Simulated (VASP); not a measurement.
# Sc (P6_3/mmc) in VASP: a series of runs

Sc is run at these levels: PBEsol; tasks: single point, relaxation of cell and atoms.

Everything below comes from runs of VASP 6.6.1. Logs are shortened: lines on timing, memory, paths and dates and some standing lists are left out, and cuts for length are marked.

### Step 1. The cell of the first run

It takes space group P6_3/mmc (No. 194, hexagonal). The conventional cell has a = 3.277 Å, b = 3.277 Å, c = 5.085 Å, α = 90.00°, β = 90.00°, γ = 120.00°. Within 4.2 Å of Sc (site symmetry -6m2) lie 12 Sc at 3.17 to 3.28 Å.

### Step 2. Single point, PBEsol

The input, INCAR:

```
SYSTEM = Sc
ALGO = Normal
EDIFF = 1E-6
ENCUT = 520
GGA = PS
ISIF = 2
ISMEAR = -1
LASPH = .TRUE.
LCHARG = .FALSE.
LREAL = .FALSE.
LWAVE = .FALSE.
NBANDS = 18
NELM = 80
PREC = Accurate
SIGMA = 0.05
```

The input, KPOINTS:

```
k-points
0
G
  18 18 10
  0 0 0
```

The input, POSCAR:

```
Sc
1.0
    3.2773224846      0.0000000000      0.0000000000
   -1.6386612423      2.8382445280      0.0000000000
    0.0000000000      0.0000000000      5.0849249857
Sc
2
Direct
    0.3333333333      0.6666666667      0.2500000000
    0.6666666667      0.3333333333      0.7500000000
```

Potentials or basis: VASP PAW PBE potentials, release 64 (Sc_sv).

Started as:

```console
$ cat potpaw_PBE.64/Sc_sv/POTCAR > POTCAR
$ mpirun -np 1 vasp_std > vasp.out
```

OUTCAR:

```text
SYSTEM = Sc
   EDIFF = 1E-6
   ENCUT = 520
   GGA = PS
   ISIF = 2
   ISMEAR = -1
   LASPH = .TRUE.
   LREAL = .FALSE.
   NELM = 80
   PREC = Accurate

 ion  position               nearest neighbor table
   1  0.333  0.667  0.250-   2 3.17   2 3.17   2 3.17   2 3.17   2 3.17   2 3.17
   2  0.667  0.333  0.750-   1 3.17   1 3.17   1 3.17   1 3.17   1 3.17   1 3.17

  LATTYP: Found a hexagonal cell.
 ALAT       =     3.2773224846
 C/A-ratio  =     1.5515485612

  Lattice vectors:

 A1 = (   3.2773224846,   0.0000000000,   0.0000000000)
 A2 = (  -1.6386612423,   2.8382445280,   0.0000000000)
 A3 = (   0.0000000000,   0.0000000000,   5.0849249857)

Analysis of symmetry for initial positions (statically):
=====================================================================
 Subroutine PRICEL returns:
 Original cell was already a primitive cell.

 Routine SETGRP: Setting up the symmetry group for a
 hexagonal supercell.

 Subroutine GETGRP returns: Found 24 space group operations
 (whereof 12 operations were pure point group operations)
 out of a pool of 24 trial point group operations.

The static configuration has the point symmetry D_3d.
 The point group associated with its full space group is D_6h.

Analysis of symmetry for dynamics (positions and initial velocities):
=====================================================================
 Subroutine PRICEL returns:
 Original cell was already a primitive cell.

 Routine SETGRP: Setting up the symmetry group for a
 hexagonal supercell.

 Subroutine GETGRP returns: Found 24 space group operations
 (whereof 12 operations were pure point group operations)
 out of a pool of 24 trial point group operations.

The dynamic configuration has the point symmetry D_3d.
 The point group associated with its full space group is D_6h.

 Subroutine INISYM returns: Found 24 space group operations
 (whereof 12 operations are pure point group operations),
 and found     1 'primitive' translations

----------------------------------------------------------------------------------------

                                     Primitive cell

  volume of cell :      47.2992

  direct lattice vectors                    reciprocal lattice vectors
     3.277322485  0.000000000  0.000000000     0.305127129  0.176165230  0.000000000
    -1.638661242  2.838244528  0.000000000     0.000000000  0.352330460  0.000000000
[... 82 lines left out ...]
   LASPH  =      T    aspherical Exc in radial PAW
   ENCUT  =  520.0 eV  38.22 Ry    6.18 a.u.   6.09  6.09  9.45*2*pi/ulx,y,z
   NELM   =     80;   NELMIN=  2; NELMDL= -5     # of ELM steps
   EDIFF  = 0.1E-05   stopping-criterion for ELM
   LREAL  =      F    real-space projection
   EDIFFG = 0.1E-04   stopping-criterion for IOM
   NSW    =      0    number of steps for IOM
   IBRION =     -1    ionic relax: 0-MD 1-quasi-New 2-CG
   NFREE  =      0    steps in history (QN), initial steepest desc. (CG)
   ISIF   =      2    stress and relaxation
   ISYM   =      2    0-nonsym 1-usesym 2-fastsym
   POTIM  = 0.5000    time-step for ionic-motion
   TEBEG  =    0.0;   TEEND  =   0.0 temperature during run
   PSTRESS=    0.0 pullay stress
   NELECT =      22.0000    total number of electrons
   NUPDOWN=      -1.0000    fix difference up-down
   EMIN   =  10.00;   EMAX   =-10.00  energy-range for DOS
   EFERMI =   0.00;   METHOD = LEGACY
   ISMEAR =    -1;   SIGMA  =   0.05  broadening in eV -4-tet -1-fermi 0-gaus
   EFERMI_NEDOS =   21; number of points for ismear=-14 and -15
   IALGO  =     38    algorithm
   IMIX   =      4    mixing-type and parameters
     AMIX     =   0.40;   BMIX     =  1.00
     AMIX_MAG =   1.60;   BMIX_MAG =  1.00
  volume/ion in A,a.u.               =      23.65       159.60
  Fermi-wavevector in a.u.,A,eV,Ry     =   1.268424  2.396974 21.890415  1.608900
  Thomas-Fermi vector in A             =   2.401520
   LORBIT       =      0    0 simple, 1 ext, 2 COOP (PROOUT), +10 PAW based schemes
   GGA     = PS    functional components
   LHFCALC =     F    Hartree Fock is set to
   AEXX    =    0.0000 exact exchange contribution
   IVDW    =     0    specifies the selected vdW correction
   LEPSILON=     F    determine dielectric tensor
   LRPA    =     F    only Hartree local field effects (RPA)
 non-spin polarized calculation
  energy-cutoff  :      520.00
  volume of cell :       47.30
 maximum number of plane-waves:      1296
   NGX = 13   NGY = 13   NGZ = 19

 number of electron      22.0000008 magnetization

 Free energy of the ion-electron system (eV)
  ---------------------------------------------------
  ext. energy  EPLUGINS =         0.00000000
  ---------------------------------------------------
  free energy    TOTEN  =       -13.22723196 eV

  energy without entropy =      -13.19503834  energy(sigma->0) =      -13.21113515

 E-fermi :   3.8150     XC(G=0): -10.1598

 val. band max:        3.8074101023   @ k =   0.3889   0.0000   0.2000
 cond. band min:       3.8180772397   @ k =   0.1667   0.1111   0.3000
 fundamental gap:      0.0106671374
 Fermi energy:         3.8150461069

 k-point     1 :       0.0000    0.0000    0.0000
  band No.  band energies     occupation
      1     -45.2819      2.00000
      2     -45.1940      2.00000
      3     -24.2443      2.00000
      4     -23.8441      2.00000
      5     -23.8441      2.00000
      6     -23.7655      2.00000
[... 481 lines left out ...]
      5     -24.0301      2.00000
      6     -23.9536      2.00000
[... 10 lines left out ...]
     17       7.7272      0.00000
     18       8.0024      0.00000

 [... further k-points ...]

------------------------ aborting loop because EDIFF is reached ----------------------------------------

  FORCE on cell =-STRESS in cart. coord.  units (eV):
  Direction    XX          YY          ZZ          XY          YZ          ZX
  --------------------------------------------------------------------------------------
  -------------------------------------------------------------------------------------
  Total        0.0020002      0.0020002     -0.0006334      0.0000000     -0.0000000      0.0000000
  in kB        0.0677535      0.0677535     -0.0214547      0.0000000     -0.0000000      0.0000000
  external PRESSURE =       0.0380175 kB  Pullay stress =       0.0000000 kB

 VOLUME and BASIS-vectors are now :
 -----------------------------------------------------------------------------
  energy-cutoff  :      520.00
  volume of cell :       47.30
      direct lattice vectors                 reciprocal lattice vectors
     3.277322485  0.000000000  0.000000000     0.305127129  0.176165230  0.000000000
    -1.638661242  2.838244528  0.000000000     0.000000000  0.352330460  0.000000000
     0.000000000  0.000000000  5.084924986     0.000000000  0.000000000  0.196659735

 POSITION                                       TOTAL-FORCE (eV/Angst)
 -----------------------------------------------------------------------------------
     -0.00000      1.89216      1.27123         0.000000     -0.000000      0.000000
      1.63866      0.94608      3.81369        -0.000000      0.000000      0.000000
 -----------------------------------------------------------------------------------
    total drift:                               -0.000000      0.000000     -0.000000

  FREE ENERGIE OF THE ION-ELECTRON SYSTEM (eV)
  ---------------------------------------------------
  free  energy   TOTEN  =       -13.2272319585 eV

  energy  without entropy=      -13.1950383428  energy(sigma->0) =      -13.21113515
```

It took 4.3 min on 1 thread of Intel Xeon 8259CL, shared host; peak memory 0.28 GiB.

What came out:

```yaml
Free_energy: -13.2272 eV
Pressure: 0.0 GPa
Band_gap_on_the_k_mesh: zero (bands 11 and 12 overlap by 1.57 eV)
```

Caveat: the PAW data sets were made with another functional, which shifts forces and pressure a little.

(Part 1 of 2 ends here.)
